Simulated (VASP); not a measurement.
# AlAs3 (Aem2) in VASP: further runs, part 2 of 2

VASP 6.6.1. The steps go on from the part before.

**3. Relaxation of cell and atoms, PBE**

The input, INCAR:

```
PREC = Accurate ; ENCUT = 600
EDIFF = 1E-6 ; ISMEAR = 0
SIGMA = 0.1 ; LREAL = F
LASPH = T ; NELM = 60
ALGO = Normal ; ISIF = 3
LWAVE = F ; LCHARG = F
GGA = PE ; IBRION = 2
NSW = 90 ; EDIFFG = -0.04
```

The input, KPOINTS:

```
Automatic mesh
0
Gamma
  4 4 4
```

The input, POSCAR:

```
AlAs3
1.0
    5.6376134918      0.0000000000      0.0000000000
    0.0000000000      3.7945431753      3.8800927662
    0.0000000000     -3.7945431753      3.8800927662
Al As
2 6
Direct
    0.2248827289      0.0670327996      0.5670327996
    0.7751172711      0.5670327996      0.0670327996
    0.7184325196      0.5384998526      0.5588571937
    0.2815674804      0.5588571937      0.5384998526
    0.7589189532      0.0857978501      0.5857978501
    0.7184325196      0.0588571937      0.0384998526
    0.2410810468      0.5857978501      0.0857978501
    0.2815674804      0.0384998526      0.0588571937
```

Potentials or basis: VASP PAW PBE potentials, release 64 (Al, As).

Command:

```
> cat potpaw_PBE.64/Al/POTCAR potpaw_PBE.64/As/POTCAR > POTCAR
> mpirun -np 1 vasp_std > vasp.out
```

OUTCAR:

```text
PREC = Accurate
   ENCUT = 600
   EDIFF = 1E-6
   ISMEAR = 0
   LREAL = F
   LASPH = T
   NELM = 60
   ISIF = 3
   GGA = PE
   IBRION = 2
   NSW = 90
   EDIFFG = -0.04

 ion  position               nearest neighbor table
   1  0.225  0.067  0.567-   5 2.63   4 2.69   8 2.69   8 2.78   4 2.78   5 3.01
   2  0.775  0.567  0.067-   7 2.63   6 2.69   3 2.69   3 2.78   6 2.78   7 3.01
   3  0.718  0.538  0.559-   4 2.47   5 2.47   2 2.69   2 2.78
   4  0.282  0.559  0.538-   3 2.47   7 2.47   1 2.69   1 2.78
   5  0.759  0.086  0.586-   3 2.47   6 2.47   1 2.63   1 3.01
   6  0.718  0.059  0.038-   8 2.47   5 2.47   2 2.69   2 2.78
   7  0.241  0.586  0.086-   4 2.47   8 2.47   2 2.63   2 3.01
   8  0.282  0.038  0.059-   6 2.47   7 2.47   1 2.69   1 2.78

  LATTYP: Found a base centered orthorhombic cell.
 ALAT       =     7.5890863506
 B/A-ratio  =     1.0225454256
 C/A-ratio  =     0.7428579978

  Lattice vectors:

 A1 = (   0.0000000000,   3.7945431753,  -3.8800927662)
[... 244 lines left out ...]
 cond. band min:       5.2611007935   @ k =   0.2500   0.5000   0.5000
 fundamental gap:      0.0466012892
 Fermi energy:         5.2187005971

 k-point     1 :       0.0000    0.0000    0.0000
  band No.  band energies     occupation
      1      -8.7293      2.00000
      2      -6.6219      2.00000
      3      -6.4027      2.00000
      4      -3.3298      2.00000
      5      -3.3088      2.00000
      6      -3.0554      2.00000
[... 535 lines left out ...]
     22       6.3928      0.00000
     23       6.4768      0.00000

------------------------ aborting loop because EDIFF is reached ----------------------------------------

  FORCE on cell =-STRESS in cart. coord.  units (eV):
  Direction    XX          YY          ZZ          XY          YZ          ZX
  --------------------------------------------------------------------------------------
  -------------------------------------------------------------------------------------
  Total       -0.1818743     -0.2038761     -0.1903176      0.0000000      0.0000000      0.0000000
  in kB       -1.7461703     -1.9574090     -1.8272345      0.0000000      0.0000000      0.0000000
  external PRESSURE =      -1.8436046 kB  Pullay stress =       0.0000000 kB

 VOLUME and BASIS-vectors are now :
 -----------------------------------------------------------------------------
  energy-cutoff  :      600.00
  volume of cell :      166.88
      direct lattice vectors                 reciprocal lattice vectors
     5.651078607  0.000000000  0.000000000     0.176957369  0.000000000  0.000000000
     0.000000000  3.799999729  3.885530423     0.000000000  0.131578957  0.128682560
     0.000000000 -3.799999729  3.885530423     0.000000000 -0.131578957  0.128682560

 POSITION                                       TOTAL-FORCE (eV/Angst)
 -----------------------------------------------------------------------------------
      1.27084     -1.90000      2.46304        -0.013724      0.000000     -0.005231
      4.38023      1.90000      2.46304         0.013724      0.000000     -0.005231
      4.06103     -0.07666      4.26525        -0.026501     -0.011318     -0.004501
      1.59005      0.07666      4.26525         0.026501      0.011318     -0.004501
      4.28891     -1.90000      2.60727         0.014657      0.000000      0.014233
      4.06103      0.07666      0.37972        -0.026501      0.011318     -0.004501
      1.36217      1.90000      2.60727        -0.014657      0.000000      0.014233
      1.59005     -0.07666      0.37972         0.026501     -0.011318     -0.004501
 -----------------------------------------------------------------------------------
    total drift:                                0.000000      0.000000     -0.000086

  FREE ENERGIE OF THE ION-ELECTRON SYSTEM (eV)
  ---------------------------------------------------
  free  energy   TOTEN  =       -35.9462188314 eV

  energy  without entropy=      -35.9408577148  energy(sigma->0) =      -35.94353827

 reached required accuracy - stopping structural energy minimisation
```

OSZICAR:

```text
N       E                     dE             d eps       ncg     rms          rms(c)
DAV:   1     0.148784242960E+03    0.14878E+03   -0.15581E+04   966   0.147E+03
DAV:   2    -0.228791619450E+02   -0.17166E+03   -0.16724E+03  1245   0.192E+02
DAV:   3    -0.359055958406E+02   -0.13026E+02   -0.12871E+02  1255   0.532E+01
[... 12 lines left out ...]
DAV:   2    -0.359466252580E+02    0.84372E-03   -0.32827E-03  1191   0.269E-01    0.101E-01
DAV:   3    -0.359462428160E+02    0.38244E-03   -0.10703E-03  1183   0.135E-01    0.211E-02
DAV:   4    -0.359462256863E+02    0.17130E-04   -0.60329E-05  1211   0.366E-02    0.142E-02
DAV:   5    -0.359462188491E+02    0.68372E-05   -0.77636E-06  1185   0.134E-02    0.894E-03
DAV:   6    -0.359462188314E+02    0.17709E-07   -0.54432E-07   777   0.391E-03
   2 F= -.35946219E+02 E0= -.35943538E+02  d E =-.428457E-03
```

CONTCAR:

```text
AlAs3
   1.00000000000000
     5.6510786074601143    0.0000000000000000    0.0000000000000000
     0.0000000000000000    3.7999997292223511    3.8855304231987202
     0.0000000000000000   -3.7999997292223511    3.8855304231987202
  Al              As
     2     6
Direct
     0.2248852615208019    0.0669501440931374    0.5669501440931374
     0.7751147384791981    0.5669501440931374    0.0669501440931374
     0.7186290512396966    0.5387766772878437    0.5589502251006336
     0.2813709487603034    0.5589502251006336    0.5387766772878437
     0.7589535940916408    0.0855106495183827    0.5855106495183827
     0.7186290512396966    0.0589502251006337    0.0387766772878438
     0.2410464059083592    0.5855106495183827    0.0855106495183827
     0.2813709487603034    0.0387766772878438    0.0589502251006337

  0.00000000E+00  0.00000000E+00  0.00000000E+00
  0.00000000E+00  0.00000000E+00  0.00000000E+00
  0.00000000E+00  0.00000000E+00  0.00000000E+00
  0.00000000E+00  0.00000000E+00  0.00000000E+00
  0.00000000E+00  0.00000000E+00  0.00000000E+00
  0.00000000E+00  0.00000000E+00  0.00000000E+00
  0.00000000E+00  0.00000000E+00  0.00000000E+00
  0.00000000E+00  0.00000000E+00  0.00000000E+00
```

Wall time 84 s (1 thread of Intel Xeon 6975P-C (Granite Rapids), shared host); peak memory 0.37 GiB.

Results:

| Item | Value |
| --- | --- |
| Free energy | -35.9462 eV |
| Relaxed volume | 20.86 Å³/atom |
| Relaxed cell | a = 5.651 Å, b = 5.435 Å, c = 5.435 Å, α = 88.72°, β = 90.00°, γ = 90.00° |
| Space group after relaxing (to 0.1 Å) | Aem2 (No. 39) |
| Energy gained by relaxing | 0.1 meV/atom |
| Ionic steps | 2 |
| Pressure after relaxing | -0.2 GPa |
| Largest force after relaxing | 0.029 eV/Å |
| Band gap on the k mesh | zero (bands 18 and 19 overlap by 0.96 eV) |

Forces in eV/Å, atoms in the order of the input:
```
Al  -0.014  0.000 -0.005
Al   0.014  0.000 -0.005
As  -0.027 -0.011 -0.005
As   0.027  0.011 -0.005
As   0.015  0.000  0.014
As  -0.027  0.011 -0.005
As  -0.015  0.000  0.014
As   0.027 -0.011 -0.005
```

Step by step:
```
step  energy change (eV)  largest force (eV/Å)  pressure (GPa)  volume (Å³)
   1              0.0000                0.0464            0.28       166.01
   2             -0.0004                0.0292           -0.18       166.88
```

Final structure:
```
Al As
1.0
     5.65108    0.00000    0.00000
     0.00000    3.80000    3.88553
     0.00000   -3.80000    3.88553
Al As
2 6
Direct
  0.22489 0.06695 0.56695
  0.77511 0.56695 0.06695
  0.71863 0.53878 0.55895
  0.28137 0.55895 0.53878
  0.75895 0.08551 0.58551
  0.71863 0.05895 0.03878
  0.24105 0.58551 0.08551
  0.28137 0.03878 0.05895
```
